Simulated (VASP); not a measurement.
# Fe (P6_3/mmc) in VASP: notebook, part 2 of 2

VASP 6.6.1. The steps go on from the part before.

### Step 3. Relaxation of shape and atoms at fixed volume, PBE (9.59 Å³/atom)

This run uses another cell than the first one, of 9.59 Å³/atom.

INCAR

```
ALGO     = Normal         # electronic algorithm
EDIFF    = 1E-7           # SCF threshold, eV
EDIFFG   = -0.01          # ionic threshold
ENCUT    = 600            # plane-wave cutoff, eV
GGA      = PE             # functional
IBRION   = 2              # ionic algorithm
ISIF     = 4              # what is computed and relaxed
ISMEAR   = 0              # smearing method
LASPH    = True           # aspherical terms in the spheres
LCHARG   = False          # write CHGCAR
LREAL    = False          # projectors in reciprocal space
LWAVE    = False          # write WAVECAR
NELM     = 60             # most SCF steps
NSW      = 50             # ionic steps
PREC     = Accurate       # precision mode
SIGMA    = 0.1            # smearing width, eV
```

KPOINTS

```
k-points
0
Gamma
  21 21 12
```

POSCAR

```
Fe
1.0
    2.4097862634      0.0000000000      0.0000000000
   -1.2048931317      2.0869361218      0.0000000000
    0.0000000000      0.0000000000      3.8125027700
Fe
2
Direct
    0.3333333333      0.6666666667      0.2500000000
    0.6666666667      0.3333333333      0.7500000000
```

Potentials or basis: VASP PAW PBE potentials, release 64 (Fe).

On the command line:

```bash
$ cat potpaw_PBE.64/Fe/POTCAR > POTCAR
$ mpirun -np 1 vasp_std > vasp.out
```

OUTCAR:

```text
EDIFF = 1E-7
   EDIFFG = -0.01
   ENCUT = 600
   GGA = PE
   IBRION = 2
   ISIF = 4
   ISMEAR = 0
   LASPH = True
   LREAL = False
   NELM = 60
   NSW = 50
   PREC = Accurate

 ion  position               nearest neighbor table
   1  0.333  0.667  0.250-   2 2.36   2 2.36   2 2.36   2 2.36   2 2.36   2 2.36
   2  0.667  0.333  0.750-   1 2.36   1 2.36   1 2.36   1 2.36   1 2.36   1 2.36

  LATTYP: Found a hexagonal cell.
 ALAT       =     2.4097862634
 C/A-ratio  =     1.5820916684

  Lattice vectors:

 A1 = (   2.4097862634,   0.0000000000,   0.0000000000)
 A2 = (  -1.2048931317,   2.0869361218,   0.0000000000)
 A3 = (   0.0000000000,   0.0000000000,   3.8125027700)

Analysis of symmetry for initial positions (statically):
=====================================================================
 Subroutine PRICEL returns:
 Original cell was already a primitive cell.

 Routine SETGRP: Setting up the symmetry group for a
 hexagonal supercell.

 Subroutine GETGRP returns: Found 24 space group operations
 (whereof 12 operations were pure point group operations)
 out of a pool of 24 trial point group operations.

The static configuration has the point symmetry D_3d.
 The point group associated with its full space group is D_6h.

Analysis of symmetry for dynamics (positions and initial velocities):
=====================================================================
 Subroutine PRICEL returns:
 Original cell was already a primitive cell.

 Routine SETGRP: Setting up the symmetry group for a
 hexagonal supercell.

 Subroutine GETGRP returns: Found 24 space group operations
 (whereof 12 operations were pure point group operations)
 out of a pool of 24 trial point group operations.

The dynamic configuration has the point symmetry D_3d.
 The point group associated with its full space group is D_6h.

 Subroutine INISYM returns: Found 24 space group operations
 (whereof 12 operations are pure point group operations),
 and found     1 'primitive' translations

----------------------------------------------------------------------------------------

                                     Primitive cell
[... 125 lines left out ...]
  energy-cutoff  :      600.00
  volume of cell :       19.17
 maximum number of plane-waves:       662
 NGX is ok and might be reduce to    20
   NGX =  9   NGY =  9   NGZ = 15

 number of electron      15.9999994 magnetization

 Free energy of the ion-electron system (eV)
  ---------------------------------------------------
  ext. energy  EPLUGINS =         0.00000000
  ---------------------------------------------------
  free energy    TOTEN  =       -16.24355360 eV

  energy without entropy =      -16.23055317  energy(sigma->0) =      -16.23705339

 E-fermi :   7.6163     XC(G=0): -14.1534

 val. band max:        7.6155160587   @ k =   0.0952   0.0952   0.3333
 cond. band min:       7.6170409859   @ k =   0.4762   0.0476   0.2500
 fundamental gap:      0.0015249272
 Fermi energy:         7.6163029022

 k-point     1 :       0.0000    0.0000    0.0000
  band No.  band energies     occupation
      1      -1.6487      2.00000
      2       2.3111      2.00000
      3       5.8118      2.00000
      4       5.8118      2.00000
      5       5.9501      2.00000
      6       6.3226      2.00000
      7       6.3226      2.00000
      8       6.7004      2.00000
      9       6.7004      2.00000
     10       8.1821      0.00000
     11       8.3930      0.00000
     12       8.3930      0.00000
[... 331 lines left out ...]
 k-point    24 :       0.1905    0.0952    0.0000
  band No.  band energies     occupation
      1       0.5965      2.00000
      2       3.3887      2.00000
      3       4.4455      2.00000
      4       4.5617      2.00000
      5       5.8389      2.00000
      6       5.9227      2.00000
      7       6.5195      2.00000
      8       6.9354      2.00000
      9       7.1765      2.00000
     10       7.6419      0.71758
     11       8.6243      0.00000
     12      13.9505      0.00000

 [... further k-points ...]

------------------------ aborting loop because EDIFF is reached ----------------------------------------

  FORCE on cell =-STRESS in cart. coord.  units (eV):
  Direction    XX          YY          ZZ          XY          YZ          ZX
  --------------------------------------------------------------------------------------
  -------------------------------------------------------------------------------------
  Total        2.3499482      2.3499482      2.3737525      0.0000000      0.0000000      0.0000000
  in kB      196.3681381    196.3681381    198.3572901      0.0000000      0.0000000      0.0000000
  external PRESSURE =     197.0311888 kB  Pullay stress =       0.0000000 kB

 VOLUME and BASIS-vectors are now :
 -----------------------------------------------------------------------------
  energy-cutoff  :      600.00
  volume of cell :       19.17
      direct lattice vectors                 reciprocal lattice vectors
     2.409786263  0.000000000  0.000000000     0.414974562  0.239585675  0.000000000
    -1.204893132  2.086936122  0.000000000     0.000000000  0.479171351  0.000000000
     0.000000000  0.000000000  3.812502770     0.000000000  0.000000000  0.262294891

 POSITION                                       TOTAL-FORCE (eV/Angst)
 -----------------------------------------------------------------------------------
     -0.00000      1.39129      0.95313        -0.000000      0.000000      0.000000
      1.20489      0.69565      2.85938         0.000000     -0.000000      0.000000
 -----------------------------------------------------------------------------------
    total drift:                                0.000000     -0.000000     -0.000000

  FREE ENERGIE OF THE ION-ELECTRON SYSTEM (eV)
  ---------------------------------------------------
  free  energy   TOTEN  =       -16.2435536024 eV

  energy  without entropy=      -16.2305531744  energy(sigma->0) =      -16.23705339

 reached required accuracy - stopping structural energy minimisation
```

OSZICAR:

```text
N       E                     dE             d eps       ncg     rms          rms(c)
DAV:   1     0.906558852138E+02    0.90656E+02   -0.81789E+03  8152   0.202E+03
DAV:   2    -0.156588148154E+02   -0.10631E+03   -0.97815E+02  8264   0.315E+02
DAV:   3    -0.192546968553E+02   -0.35959E+01   -0.31599E+01  8396   0.807E+01
DAV:   4    -0.193083380645E+02   -0.53641E-01   -0.52426E-01  8256   0.849E+00
DAV:   5    -0.193088393988E+02   -0.50133E-03   -0.50124E-03  8600   0.743E-01    0.184E+01
DAV:   6    -0.164425277814E+02    0.28663E+01   -0.18760E+01  8136   0.907E+01    0.187E+00
DAV:   7    -0.162853180317E+02    0.15721E+00   -0.74457E-01  8408   0.181E+01    0.115E+00
DAV:   8    -0.162557606777E+02    0.29557E-01   -0.63811E-03 10092   0.135E+00    0.549E-01
DAV:   9    -0.162436108452E+02    0.12150E-01   -0.36595E-03 11080   0.694E-01    0.829E-02
DAV:  10    -0.162435584060E+02    0.52439E-04   -0.25958E-04  8356   0.310E-01    0.305E-02
DAV:  11    -0.162435523616E+02    0.60444E-05   -0.24999E-05  8784   0.973E-02    0.256E-03
DAV:  12    -0.162435532075E+02   -0.84591E-06   -0.43091E-07  7856   0.104E-02    0.119E-03
DAV:  13    -0.162435534714E+02   -0.26384E-06   -0.70820E-09  4188   0.116E-03    0.303E-04
DAV:  14    -0.162435536083E+02   -0.13688E-06   -0.22551E-09  4084   0.821E-04    0.422E-05
DAV:  15    -0.162435536024E+02    0.58537E-08   -0.51867E-10  4068   0.399E-04
   1 F= -.16243554E+02 E0= -.16237053E+02  d E =-.162436E+02
```

CONTCAR:

```text
Fe
   1.00000000000000
     2.4097862634000000    0.0000000000000000    0.0000000000000000
    -1.2048931317000000    2.0869361218000000    0.0000000000000000
     0.0000000000000000    0.0000000000000000    3.8125027700000000
  Fe
     2
Direct
     0.3333333332999970    0.6666666667000030    0.2500000000000000
     0.6666666667000030    0.3333333332999970    0.7500000000000000

  0.00000000E+00  0.00000000E+00  0.00000000E+00
  0.00000000E+00  0.00000000E+00  0.00000000E+00
```

Wall time 88 s (1 thread of Intel Xeon 8259CL, shared host); peak memory 0.21 GiB.

Results:

```yaml
Free_energy: -16.2436 eV
Pressure_after_relaxing: 19.7 GPa
Band_gap_on_the_k_mesh: zero (bands 8 and 9 overlap by 2.05 eV)
```

Final structure:
```
Fe
1.0
     2.40979    0.00000    0.00000
    -1.20489    2.08694    0.00000
     0.00000    0.00000    3.81250
Fe
2
Direct
  0.33333 0.66667 0.25000
  0.66667 0.33333 0.75000
```

Caveat: the relaxation stopped at its first step, so nothing moved; the run has no spin polarisation, though such a crystal can be magnetic.

### Step 4. Relaxation of shape and atoms at fixed volume, PBE (9.89 Å³/atom)

This run uses another cell than the first one, of 9.89 Å³/atom.

INCAR

```
SYSTEM = Fe
PREC     = Accurate       ! precision mode
ENCUT    = 600            ! plane-wave cutoff, eV
EDIFF    = 1E-7           ! SCF threshold, eV
ISMEAR   = 0              ! smearing method
SIGMA    = 0.1            ! smearing width, eV
LREAL    = .False.        ! projectors in reciprocal space
LASPH    = .True.         ! aspherical terms in the spheres
NELM     = 60             ! most SCF steps
ALGO     = Normal         ! electronic algorithm
ISIF     = 4              ! what is computed and relaxed
LWAVE    = .False.        ! write WAVECAR
LCHARG   = .False.        ! write CHGCAR
GGA      = PE             ! functional
IBRION   = 2              ! ionic algorithm
NSW      = 50             ! ionic steps
EDIFFG   = -0.01          ! ionic threshold
```

KPOINTS

```
Automatic mesh
0
Gamma
  21 21 12
  0 0 0
```

POSCAR

```
Fe
1.0
    2.4357811999      0.0000000000      0.0000000000
   -1.2178906000      2.1094483972      0.0000000000
    0.0000000000      0.0000000000      3.8506544630
Fe
2
Direct
    0.3333333333      0.6666666667      0.2500000000
    0.6666666667      0.3333333333      0.7500000000
```

On the command line:

```bash
$ cat potpaw_PBE.64/Fe/POTCAR > POTCAR
$ mpirun -np 1 vasp_std > vasp.out
```

It took 79 s on 1 thread of Intel Xeon 8259CL, shared host; peak memory 0.21 GiB.

It converged, with:

```
Free energy             : -16.2973 eV
Pressure after relaxing : 8.6 GPa
Band gap on the k mesh  : zero (bands 8 and 9 overlap by 1.96 eV)
```

Stress tensor (GPa, compression positive):
```
8.57 0.00 0.00
0.00 8.57 0.00
0.00 0.00 8.74
```

Final structure:
```
CELL_PARAMETERS angstrom
2.43578 0.00000 0.00000
-1.21789 2.10945 0.00000
0.00000 0.00000 3.85065
ATOMIC_POSITIONS crystal
Fe 0.33333 0.66667 0.25000
Fe 0.66667 0.33333 0.75000
```

Levels at points of the mesh, in eV from the Fermi level:
```tsv
k point	band 5	band 6	band 7	band 8	band 9	band 10	band 11	band 12
(0.00, 0.00, 0.00)	-1.59	-1.23	-1.23	-0.88	-0.88	0.56	0.74	0.74
(0.00, 0.00, 0.50)	-1.84	-1.84	-1.84	-1.84	0.34	0.34	0.34	0.34
```

Caveat: the relaxation stopped at its first step, so nothing moved; the run has no spin polarisation, though such a crystal can be magnetic. Spin polarisation is off, so any magnetic state and its effect on volume and gap are missing.

### Step 5. Relaxation of cell and atoms, PBE

This run uses another cell than the first one, of 10.18 Å³/atom.

INCAR

```
PREC = Accurate
ENCUT = 600
EDIFF = 1E-6
ISMEAR = 0
SIGMA = 0.1
LREAL = False
LASPH = True
NELM = 60
ALGO = Normal
ISIF = 3
LWAVE = False
LCHARG = False
GGA = PE
IBRION = 2
NSW = 100
EDIFFG = -0.005
```

KPOINTS

```
Automatic mesh
0
Gamma
  21 21 12
```

POSCAR

```
Fe
1.0
    2.4576376783      0.0000000000      0.0000000000
   -1.2288188392      2.1283766627      0.0000000000
    0.0000000000      0.0000000000      3.8930777914
Fe
2
Direct
    0.3333333333      0.6666666667      0.2500000000
    0.6666666667      0.3333333333      0.7500000000
```

Potentials or basis: VASP PAW PBE potentials, release 64 (Fe).

On the command line:

```bash
$ cat potpaw_PBE.64/Fe/POTCAR > POTCAR
$ mpirun -np 1 vasp_std > vasp.out
```

OUTCAR:

```text
PREC = Accurate
   ENCUT = 600
   EDIFF = 1E-6
   ISMEAR = 0
   LREAL = False
   LASPH = True
   NELM = 60
   ISIF = 3
   GGA = PE
   IBRION = 2
   NSW = 100
   EDIFFG = -0.005

 ion  position               nearest neighbor table
   1  0.333  0.667  0.250-   2 2.41   2 2.41   2 2.41   2 2.41   2 2.41   2 2.41
   2  0.667  0.333  0.750-   1 2.41   1 2.41   1 2.41   1 2.41   1 2.41   1 2.41

  LATTYP: Found a hexagonal cell.
 ALAT       =     2.4576376783
 C/A-ratio  =     1.5840731226

  Lattice vectors:

 A1 = (   2.4576376783,   0.0000000000,   0.0000000000)
 A2 = (  -1.2288188392,   2.1283766627,   0.0000000000)
 A3 = (   0.0000000000,   0.0000000000,   3.8930777914)

Analysis of symmetry for initial positions (statically):
=====================================================================
 Subroutine PRICEL returns:
 Original cell was already a primitive cell.

 Routine SETGRP: Setting up the symmetry group for a
 hexagonal supercell.

 Subroutine GETGRP returns: Found 24 space group operations
 (whereof 12 operations were pure point group operations)
 out of a pool of 24 trial point group operations.

The static configuration has the point symmetry D_3d.
 The point group associated with its full space group is D_6h.

Analysis of symmetry for dynamics (positions and initial velocities):
=====================================================================
[... 308 lines left out ...]
  ---------------------------------------------------
  ext. energy  EPLUGINS =         0.00000000
  ---------------------------------------------------
  free energy    TOTEN  =       -16.31216314 eV

  energy without entropy =      -16.29817164  energy(sigma->0) =      -16.30516739

 E-fermi :   6.9177     XC(G=0): -13.8022

 val. band max:        6.9176299020   @ k =   0.1905   0.0952   0.0833
 cond. band min:       6.9191075846   @ k =   0.1429   0.1429   0.0833
 fundamental gap:      0.0014776826
 Fermi energy:         6.9176787015

 k-point     1 :       0.0000    0.0000    0.0000
  band No.  band energies     occupation
      1      -1.9992      2.00000
      2       1.9845      2.00000
      3       5.2677      2.00000
      4       5.2677      2.00000
      5       5.3989      2.00000
      6       5.7343      2.00000
      7       5.7343      2.00000
      8       6.0725      2.00000
      9       6.0725      2.00000
     10       7.4729      0.00000
     11       7.6309      0.00000
     12       7.6309      0.00000
[... 331 lines left out ...]
 k-point    24 :       0.1905    0.0952    0.0000
  band No.  band energies     occupation
      1       0.1533      2.00000
      2       3.0066      2.00000
      3       3.9969      2.00000
      4       4.1177      2.00000
      5       5.2884      2.00000
      6       5.3670      2.00000
      7       5.9055      2.00000
      8       6.2999      2.00000
      9       6.5164      2.00000
     10       6.9385      0.76804
     11       7.8414      0.00000
     12      12.9015      0.00000

 [... further k-points ...]

------------------------ aborting loop because EDIFF is reached ----------------------------------------

  FORCE on cell =-STRESS in cart. coord.  units (eV):
  Direction    XX          YY          ZZ          XY          YZ          ZX
  --------------------------------------------------------------------------------------
  -------------------------------------------------------------------------------------
  Total        0.0001966      0.0001966      0.0013625     -0.0000000      0.0000000      0.0000000
  in kB        0.0154841      0.0154841      0.1072954     -0.0000000      0.0000000      0.0000000
  external PRESSURE =       0.0460879 kB  Pullay stress =       0.0000000 kB
[... 17 lines left out ...]
  FREE ENERGIE OF THE ION-ELECTRON SYSTEM (eV)
  ---------------------------------------------------
  free  energy   TOTEN  =       -16.3121631355 eV

  energy  without entropy=      -16.2981716425  energy(sigma->0) =      -16.30516739

 reached required accuracy - stopping structural energy minimisation
```

Run time: 3 min. Hardware: 1 thread of Intel Xeon 8259CL, shared host; peak memory 0.22 GiB.

Results:

```
Free energy                           : -16.3122 eV
Relaxed volume                        : 10.17 Å³/atom
Relaxed cell                          : a = 2.459 Å, b = 2.459 Å, c = 3.886 Å, α = 90.00°, β = 90.00°, γ = 120.00°
Space group after relaxing (to 0.1 Å) : P6_3/mmc (No. 194)
Energy gained by relaxing             : 0.1 meV/atom
Ionic steps                           : 5
Pressure after relaxing               : 0.0 GPa
Band gap on the k mesh                : zero (bands 8 and 9 overlap by 1.88 eV)
```

Step by step:
| step | energy change (eV) | largest force (eV/Å) | pressure (GPa) | volume (Å³) |
| --- | --- | --- | --- | --- |
| 1 | 0.0000 | 0.0000 | -0.28 | 20.36 |
| 2 | -0.0001 | 0.0000 | 0.47 | 20.31 |
| 3 | -0.0001 | 0.0000 | 0.18 | 20.33 |
| 4 | -0.0001 | 0.0000 | -0.15 | 20.36 |
| 5 | -0.0001 | 0.0000 | 0.00 | 20.35 |

Final structure:
```
Fe
1.0
     2.45887    0.00000    0.00000
    -1.22944    2.12945    0.00000
     0.00000    0.00000    3.88574
Fe
2
Direct
  0.33333 0.66667 0.25000
  0.66667 0.33333 0.75000
```

Caveat: the run has no spin polarisation, though such a crystal can be magnetic. Spin polarisation is off, so any magnetic state and its effect on volume and gap are missing.

### Step 6. Summary

```csv
task,cell,gap on the mesh (eV),pressure (GPa)
relaxation of shape and atoms at fixed volume,"relaxed from a = 2.383, b = 2.383, c = 3.773 Å, angles 90.0, 90.0, 120.0°, 2 atoms",none,32.8
relaxation of shape and atoms at fixed volume,"relaxed from a = 2.410, b = 2.410, c = 3.813 Å, angles 90.0, 90.0, 120.0°, 2 atoms",none,19.7
relaxation of shape and atoms at fixed volume,"relaxed from a = 2.436, b = 2.436, c = 3.851 Å, angles 90.0, 90.0, 120.0°, 2 atoms",none,8.6
relaxation of cell and atoms,"relaxed from a = 2.458, b = 2.458, c = 3.893 Å, angles 90.0, 90.0, 120.0°, 2 atoms",none,0.0
```

Alike in all rows: level PBE; potentials or basis VASP PAW PBE potentials, release 64 (Fe); no spin polarisation; k mesh 21 × 21 × 12; cutoff (eV) 600; smearing gaussian 0.1 eV.

Caveats: the run has no spin polarisation, though such a crystal can be magnetic; the relaxation stopped at its first step, so nothing moved (at least some runs).

Total energies depend on the potentials used, so only differences within one code and one set of settings carry meaning.
